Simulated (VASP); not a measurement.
# Al2O (Fm-3m) in VASP: further runs

Al2O is run at these levels: PBE; tasks: single point, relaxation of volume and atoms at fixed shape.

All numbers are computed with VASP 6.6.1; they aren't measurements. Logs are shortened: lines on timing, memory, paths and dates and some standing lists are left out, and cuts for length are marked.

## 1. The cell of the first run

It takes space group Fm-3m (No. 225, cubic). Conventional cell: a = 5.691 Å, b = 5.691 Å, c = 5.691 Å, α = 90.00°, β = 90.00°, γ = 90.00°. Al (site symmetry -43m) has 4 O at 2.46 Å and 6 Al at 2.85 Å within 3.3 Å. Within 3.3 Å of O (site symmetry m-3m) lie 8 Al at 2.46 Å.

## 2. Single point, PBE

Contents of INCAR:

```
PREC = Accurate
ENCUT = 520
EDIFF = 1E-7
ISMEAR = 0
SIGMA = 0.15
LREAL = False
LASPH = True
NELM = 60
ALGO = Normal
ISIF = 2
LWAVE = False
LCHARG = False
GGA = PE
NBANDS = 13
```

Contents of KPOINTS:

```
Automatic mesh
0
Gamma
  7 7 7
```

Contents of POSCAR:

```
Al2O
1.0
    0.0000000000      2.8457100000      2.8457100000
    2.8457100000      0.0000000000      2.8457100000
    2.8457100000      2.8457100000      0.0000000000
Al O
2 1
Direct
    0.2500000000      0.2500000000      0.2500000000
    0.7500000000      0.7500000000      0.7500000000
    0.0000000000      0.0000000000      0.0000000000
```

Potentials or basis: VASP PAW PBE potentials, release 64 (Al, O).

On the command line:

```
$ cat potpaw_PBE.64/Al/POTCAR potpaw_PBE.64/O/POTCAR > POTCAR
$ mpirun -np 1 vasp_std > vasp.out
```

OUTCAR:

```text
PREC = Accurate
   ENCUT = 520
   EDIFF = 1E-7
   ISMEAR = 0
   LREAL = False
   LASPH = True
   NELM = 60
   ISIF = 2
   GGA = PE

 ion  position               nearest neighbor table
   1  0.250  0.250  0.250-   3 2.46   3 2.46   3 2.46   3 2.46   2 2.85   2 2.85   2 2.85   2 2.85
                             2 2.85   2 2.85
   2  0.750  0.750  0.750-   3 2.46   3 2.46   3 2.46   3 2.46   1 2.85   1 2.85   1 2.85   1 2.85
                             1 2.85   1 2.85
   3  0.000  0.000  0.000-   2 2.46   2 2.46   2 2.46   1 2.46   1 2.46   1 2.46   2 2.46   1 2.46

  LATTYP: Found a face centered cubic cell.
 ALAT       =     5.6914200000

  Lattice vectors:

 A1 = (   0.0000000000,   2.8457100000,   2.8457100000)
 A2 = (   2.8457100000,   0.0000000000,   2.8457100000)
 A3 = (   2.8457100000,   2.8457100000,   0.0000000000)

Analysis of symmetry for initial positions (statically):
=====================================================================
 Subroutine PRICEL returns:
 Original cell was already a primitive cell.

 Routine SETGRP: Setting up the symmetry group for a
 face centered cubic supercell.

 Subroutine GETGRP returns: Found 48 space group operations
 (whereof 48 operations were pure point group operations)
 out of a pool of 48 trial point group operations.

The static configuration has the point symmetry O_h .

Analysis of symmetry for dynamics (positions and initial velocities):
=====================================================================
 Subroutine PRICEL returns:
 Original cell was already a primitive cell.

 Routine SETGRP: Setting up the symmetry group for a
 face centered cubic supercell.

 Subroutine GETGRP returns: Found 48 space group operations
 (whereof 48 operations were pure point group operations)
 out of a pool of 48 trial point group operations.

The dynamic configuration has the point symmetry O_h .

 Subroutine INISYM returns: Found 48 space group operations
 (whereof 48 operations are pure point group operations),
 and found     1 'primitive' translations

----------------------------------------------------------------------------------------

                                     Primitive cell

  volume of cell :      46.0895

  direct lattice vectors                    reciprocal lattice vectors
     0.000000000  2.845710000  2.845710000    -0.175703076  0.175703076  0.175703076
     2.845710000  0.000000000  2.845710000     0.175703076 -0.175703076  0.175703076
     2.845710000  2.845710000  0.000000000     0.175703076  0.175703076 -0.175703076

  length of vectors
     4.024441677  4.024441677  4.024441677     0.304326654  0.304326654  0.304326654

  position of ions in fractional coordinates (direct lattice)
     0.250000000  0.250000000  0.250000000
     0.750000000  0.750000000  0.750000000
     0.000000000  0.000000000  0.000000000

  ion indices of the primitive-cell ions
   primitive index   ion index
                 1           1
                 2           2
                 3           3

----------------------------------------------------------------------------------------

 KPOINTS: Automatic mesh

Automatic generation of k-mesh.
 Grid dimensions read from file:
 generate k-points for:    7    7    7

 Generating k-lattice:

  Cartesian coordinates                     Fractional coordinates (reciprocal lattice)
    -0.025100439  0.025100439  0.025100439     0.142857143  0.000000000  0.000000000
     0.025100439 -0.025100439  0.025100439     0.000000000  0.142857143  0.000000000
     0.025100439  0.025100439 -0.025100439     0.000000000  0.000000000  0.142857143

  Length of vectors
     0.043475236  0.043475236  0.043475236

  Shift w.r.t. Gamma in fractional coordinates (k-lattice)
     0.000000000  0.000000000  0.000000000

 Subroutine IBZKPT returns following result:
 ===========================================

 Found     20 irreducible k-points:

 Following reciprocal coordinates:
            Coordinates               Weight
  0.000000  0.000000  0.000000      1.000000
  0.142857  0.000000  0.000000      8.000000
  0.285714  0.000000  0.000000      8.000000
  0.428571  0.000000  0.000000      8.000000
  0.142857  0.142857  0.000000      6.000000
  0.285714  0.142857  0.000000     24.000000
[... 12 lines left out ...]
 -0.428571  0.428571  0.142857     24.000000
 -0.285714  0.428571  0.142857     24.000000
   k-points           NKPTS =     20   k-points in BZ     NKDIM =     20   number of bands    NBANDS=     13
   number of dos      NEDOS =    301   number of ions     NIONS =      3
   total plane-waves  NPLWV =  27000
   dimension x,y,z NGX =    30 NGY =   30 NGZ =   30
   dimension x,y,z NGXF=    60 NGYF=   60 NGZF=   60
   ions per type =               2   1
   NGX,Y,Z   is equivalent  to a cutoff of  12.39, 12.39, 12.39 a.u.
   NGXF,Y,Z  is equivalent  to a cutoff of  24.79, 24.79, 24.79 a.u.
 SYSTEM =  unknown system
   PREC   = accura    normal or accurate (medium, high low for compatibility)
   ISTART =      0    job   : 0-new  1-cont  2-samecut
   ICHARG =      2    charge: 1-file 2-atom 10-const
   ISPIN  =      1    spin polarized calculation?
   LNONCOLLINEAR =      F non collinear calculations
   LSORBIT =      F    spin-orbit coupling
   LASPH  =      T    aspherical Exc in radial PAW
   ENCUT  =  520.0 eV  38.22 Ry    6.18 a.u.   7.48  7.48  7.48*2*pi/ulx,y,z
   NELM   =     60;   NELMIN=  2; NELMDL= -5     # of ELM steps
   EDIFF  = 0.1E-06   stopping-criterion for ELM
   LREAL  =      F    real-space projection
   EDIFFG = 0.1E-05   stopping-criterion for IOM
   NSW    =      0    number of steps for IOM
   IBRION =     -1    ionic relax: 0-MD 1-quasi-New 2-CG
   NFREE  =      0    steps in history (QN), initial steepest desc. (CG)
   ISIF   =      2    stress and relaxation
   ISYM   =      2    0-nonsym 1-usesym 2-fastsym
   POTIM  = 0.5000    time-step for ionic-motion
   TEBEG  =    0.0;   TEEND  =   0.0 temperature during run
   PSTRESS=    0.0 pullay stress
   NELECT =      12.0000    total number of electrons
   NUPDOWN=      -1.0000    fix difference up-down
   EMIN   =  10.00;   EMAX   =-10.00  energy-range for DOS
   EFERMI =   0.00;   METHOD = LEGACY
   ISMEAR =     0;   SIGMA  =   0.15  broadening in eV -4-tet -1-fermi 0-gaus
   EFERMI_NEDOS =   21; number of points for ismear=-14 and -15
   IALGO  =     38    algorithm
   IMIX   =      4    mixing-type and parameters
     AMIX     =   0.40;   BMIX     =  1.00
     AMIX_MAG =   1.60;   BMIX_MAG =  1.00
  volume/ion in A,a.u.               =      15.36       103.68
  Fermi-wavevector in a.u.,A,eV,Ry     =   1.045365  1.975453 14.868282  1.092788
  Thomas-Fermi vector in A             =   2.180157
   LORBIT       =      0    0 simple, 1 ext, 2 COOP (PROOUT), +10 PAW based schemes
   GGA     = PE    functional components
   LHFCALC =     F    Hartree Fock is set to
   AEXX    =    0.0000 exact exchange contribution
   IVDW    =     0    specifies the selected vdW correction
   LEPSILON=     F    determine dielectric tensor
   LRPA    =     F    only Hartree local field effects (RPA)
 non-spin polarized calculation
 Gauss-broadening in eV      SIGMA  =   0.15
  energy-cutoff  :      520.00
  volume of cell :       46.09
 maximum number of plane-waves:      1267
 NGX is ok and might be reduce to    30
   NGX = 15   NGY = 15   NGZ = 15

 number of electron      12.0000006 magnetization

 Free energy of the ion-electron system (eV)
  ---------------------------------------------------
  ext. energy  EPLUGINS =         0.00000000
  ---------------------------------------------------
  free energy    TOTEN  =       -12.18186651 eV

  energy without entropy =      -12.14440914  energy(sigma->0) =      -12.16313783

 E-fermi :   6.3183     XC(G=0):  -9.9296

 val. band max:        6.2835157867   @ k =   0.2857   0.0000   0.0000
 cond. band min:       6.3193357606   @ k =  -0.2857   0.4286   0.1429
 fundamental gap:      0.0358199738
 Fermi energy:         6.3183418202

 k-point     1 :       0.0000    0.0000    0.0000
  band No.  band energies     occupation
      1     -12.6376      2.00000
      2      -0.6911      2.00000
      3       1.9000      2.00000
      4       1.9000      2.00000
      5       1.9000      2.00000
      6       7.9662      0.00000
      7       7.9662      0.00000
      8       7.9662      0.00000
      9      10.7478      0.00000
     10      12.7511      0.00000
     11      12.7511      0.00000
     12      12.7511      0.00000
     13      13.0861      0.00000

 k-point     2 :       0.1429    0.0000    0.0000
  band No.  band energies     occupation
      1     -12.5930      2.00000
      2      -0.9327      2.00000
      3       1.8279      2.00000
      4       1.8279      2.00000
      5       2.1412      2.00000
      6       7.0438      0.00000
      7       8.1357      0.00000
      8       8.1357      0.00000
      9      11.4377      0.00000
     10      11.4377      0.00000
     11      11.5230      0.00000
     12      12.8756      0.00000
     13      14.8136      0.00000

 k-point     3 :       0.2857    0.0000    0.0000
  band No.  band energies     occupation
      1     -12.4900      2.00000
      2      -1.3463      2.00000
      3       1.6809      2.00000
      4       1.6809      2.00000
      5       2.3578      2.00000
      6       6.2835      1.25735
      7       8.2870      0.00000
      8       8.2870      0.00000
      9      10.9158      0.00000
     10      10.9158      0.00000
     11      11.0378      0.00000
     12      14.4503      0.00000
     13      16.2464      0.00000

 k-point     4 :       0.4286    0.0000    0.0000
  band No.  band energies     occupation
      1     -12.4046      2.00000
      2      -1.6087      2.00000
      3       1.5754      2.00000
      4       1.5754      2.00000
      5       2.2461      2.00000
      6       6.2624      1.40223
      7       8.1533      0.00000
      8       8.1534      0.00000
      9      10.7727      0.00000
     10      11.1839      0.00000
     11      11.1839      0.00000
     12      13.9896      0.00000
     13      16.8642      0.00000

 k-point     5 :       0.1429    0.1429    0.0000
  band No.  band energies     occupation
      1     -12.5783      2.00000
      2      -0.9748      2.00000
      3       1.6702      2.00000
      4       1.6702      2.00000
      5       2.4980      2.00000
      6       6.8585      0.00000
      7       8.1202      0.00000
      8       8.1202      0.00000
      9       9.7528      0.00000
     10      12.4420      0.00000
     11      13.4064      0.00000
     12      13.5670      0.00000
     13      13.5670      0.00000
[... 193 lines left out ...]
 k-point    18 :      -0.4286    0.2857    0.1429
  band No.  band energies     occupation
      1     -12.3550      2.00000
      2      -1.1753      2.00000
      3       0.0758      2.00000
      4       1.1435      2.00000
      5       4.2623      2.00000
      6       6.0087      1.99649
      7       6.3923      0.48574
      8       8.1256      0.00000
      9       9.9387      0.00000
     10      11.1617      0.00000
     11      14.2642      0.00000
     12      15.6973      0.00000
     13      16.0961      0.00000

 k-point    19 :      -0.4286    0.4286    0.1429
  band No.  band energies     occupation
      1     -12.3294      2.00000
      2      -1.1496      2.00000
      3       0.2748      2.00000
      4       0.7331      2.00000
      5       4.4888      2.00000
      6       5.5204      2.00000
      7       6.4101      0.38683
      8       7.7766      0.00000
      9       9.4348      0.00000
     10      12.6968      0.00000
     11      13.7784      0.00000
     12      16.7547      0.00000
     13      17.4112      0.00000

 k-point    20 :      -0.2857    0.4286    0.1429
  band No.  band energies     occupation
      1     -12.3217      2.00000
      2      -0.6776      2.00000
      3      -0.5116      2.00000
      4       0.7619      2.00000
      5       5.0582      2.00000
      6       5.8070      2.00000
      7       6.3193      0.99252
      8       7.1631      0.00000
      9      10.0839      0.00000
     10      11.3609      0.00000
     11      15.0287      0.00000
     12      16.3562      0.00000
     13      16.4061      0.00000

------------------------ aborting loop because EDIFF is reached ----------------------------------------

  FORCE on cell =-STRESS in cart. coord.  units (eV):
  Direction    XX          YY          ZZ          XY          YZ          ZX
  --------------------------------------------------------------------------------------
  -------------------------------------------------------------------------------------
  Total       -0.0158914     -0.0158914     -0.0158914     -0.0000000     -0.0000000     -0.0000000
  in kB       -0.5524214     -0.5524214     -0.5524214     -0.0000000     -0.0000000     -0.0000000
  external PRESSURE =      -0.5524214 kB  Pullay stress =       0.0000000 kB

 VOLUME and BASIS-vectors are now :
 -----------------------------------------------------------------------------
  energy-cutoff  :      520.00
  volume of cell :       46.09
      direct lattice vectors                 reciprocal lattice vectors
     0.000000000  2.845710000  2.845710000    -0.175703076  0.175703076  0.175703076
     2.845710000  0.000000000  2.845710000     0.175703076 -0.175703076  0.175703076
     2.845710000  2.845710000  0.000000000     0.175703076  0.175703076 -0.175703076

 POSITION                                       TOTAL-FORCE (eV/Angst)
 -----------------------------------------------------------------------------------
      1.42285      1.42285      1.42285         0.000000      0.000000      0.000000
      4.26856      4.26856      4.26856        -0.000000     -0.000000     -0.000000
      0.00000      0.00000      0.00000        -0.000000      0.000000     -0.000000
 -----------------------------------------------------------------------------------
    total drift:                                0.000000     -0.000000     -0.000000

  FREE ENERGIE OF THE ION-ELECTRON SYSTEM (eV)
  ---------------------------------------------------
  free  energy   TOTEN  =       -12.1818665115 eV

  energy  without entropy=      -12.1444091393  energy(sigma->0) =      -12.16313783
```

It took 17 s on 1 thread of AMD EPYC 7R43 (Zen 3), shared host; peak memory 0.12 GiB.

Results:

```yaml
Free_energy: -12.1819 eV
Pressure: -0.1 GPa
Band_gap_on_the_k_mesh: zero (band 6 reaches 7.97 eV, above the bottom of band 7 at 6.23 eV)
```

## 3. Relaxation of volume and atoms at fixed shape, PBE

Contents of INCAR:

```
PREC = Accurate
ENCUT = 600
EDIFF = 1E-6
ISMEAR = 0
SIGMA = 0.15
LREAL = F
LASPH = T
NELM = 100
ALGO = Normal
ISIF = 8
LWAVE = F
LCHARG = F
GGA = PE
IBRION = 2
NSW = 80
EDIFFG = -0.02
```

KPOINTS is that of step 2.

POSCAR is that of step 2.

Potentials or basis: VASP PAW PBE potentials, release 64 (Al, O).

On the command line:

```
$ cat potpaw_PBE.64/Al/POTCAR potpaw_PBE.64/O/POTCAR > POTCAR
$ mpirun -np 1 vasp_std > vasp.out
```

OUTCAR:

```text
PREC = Accurate
   ENCUT = 600
   EDIFF = 1E-6
   ISMEAR = 0
   LREAL = F
   LASPH = T
   NELM = 100
   ISIF = 8
   GGA = PE
   IBRION = 2
   NSW = 80
   EDIFFG = -0.02

 ion  position               nearest neighbor table
   1  0.250  0.250  0.250-   3 2.46   3 2.46   3 2.46   3 2.46   2 2.85   2 2.85   2 2.85   2 2.85
                             2 2.85   2 2.85
   2  0.750  0.750  0.750-   3 2.46   3 2.46   3 2.46   3 2.46   1 2.85   1 2.85   1 2.85   1 2.85
                             1 2.85   1 2.85
   3  0.000  0.000  0.000-   2 2.46   2 2.46   2 2.46   1 2.46   1 2.46   1 2.46   2 2.46   1 2.46

  LATTYP: Found a face centered cubic cell.
 ALAT       =     5.6914200000

  Lattice vectors:

 A1 = (   0.0000000000,   2.8457100000,   2.8457100000)
 A2 = (   2.8457100000,   0.0000000000,   2.8457100000)
 A3 = (   2.8457100000,   2.8457100000,   0.0000000000)

Analysis of symmetry for initial positions (statically):
=====================================================================
 Subroutine PRICEL returns:
 Original cell was already a primitive cell.

[... 177 lines left out ...]
      2      -0.6913      2.00000
      3       1.8997      2.00000
      4       1.8997      2.00000
      5       1.8997      2.00000
      6       7.9661      0.00000
      7       7.9661      0.00000
      8       7.9661      0.00000
      9      10.7475      0.00000
     10      12.7508      0.00000
[... 235 lines left out ...]
 k-point    20 :      -0.2857    0.4286    0.1429
  band No.  band energies     occupation
      1     -12.3223      2.00000
      2      -0.6781      2.00000
      3      -0.5121      2.00000
      4       0.7614      2.00000
      5       5.0580      2.00000
      6       5.8067      2.00000
      7       6.3189      0.99307
      8       7.1629      0.00000
      9      10.0836      0.00000
     10      11.3607      0.00000

------------------------ aborting loop because EDIFF is reached ----------------------------------------

  FORCE on cell =-STRESS in cart. coord.  units (eV):
  Direction    XX          YY          ZZ          XY          YZ          ZX
  --------------------------------------------------------------------------------------
  -------------------------------------------------------------------------------------
  Total       -0.0366261     -0.0366261     -0.0366261     -0.0000000      0.0000000      0.0000000
  in kB       -1.2732094     -1.2732094     -1.2732094     -0.0000000      0.0000000      0.0000000
  external PRESSURE =      -1.2732094 kB  Pullay stress =       0.0000000 kB

 VOLUME and BASIS-vectors are now :
 -----------------------------------------------------------------------------
  energy-cutoff  :      600.00
  volume of cell :       46.09
      direct lattice vectors                 reciprocal lattice vectors
     0.000000000  2.845710000  2.845710000    -0.175703076  0.175703076  0.175703076
     2.845710000  0.000000000  2.845710000     0.175703076 -0.175703076  0.175703076
     2.845710000  2.845710000  0.000000000     0.175703076  0.175703076 -0.175703076

 POSITION                                       TOTAL-FORCE (eV/Angst)
 -----------------------------------------------------------------------------------
      1.42285      1.42285      1.42285        -0.000000     -0.000000     -0.000000
      4.26856      4.26856      4.26856         0.000000      0.000000      0.000000
      0.00000      0.00000      0.00000        -0.000000     -0.000000      0.000000
 -----------------------------------------------------------------------------------
    total drift:                                0.000000     -0.000000      0.000000

  FREE ENERGIE OF THE ION-ELECTRON SYSTEM (eV)
  ---------------------------------------------------
  free  energy   TOTEN  =       -12.1835694270 eV

  energy  without entropy=      -12.1461212867  energy(sigma->0) =      -12.16484536

 reached required accuracy - stopping structural energy minimisation
```

It took 18 s on 1 thread of AMD EPYC 7R43 (Zen 3), shared host; peak memory 0.14 GiB.

What came out:

```yaml
Free_energy: -12.1836 eV
Pressure_after_relaxing: -0.1 GPa
Band_gap_on_the_k_mesh: zero (band 6 reaches 7.97 eV, above the bottom of band 7 at 6.23 eV)
```

Final structure:
```
Al O
1.0
     0.00000    2.84571    2.84571
     2.84571    0.00000    2.84571
     2.84571    2.84571    0.00000
Al O
2 1
Direct
  0.25000 0.25000 0.25000
  0.75000 0.75000 0.75000
  0.00000 0.00000 0.00000
```

Caveat: the relaxation stopped at its first step, so nothing moved.
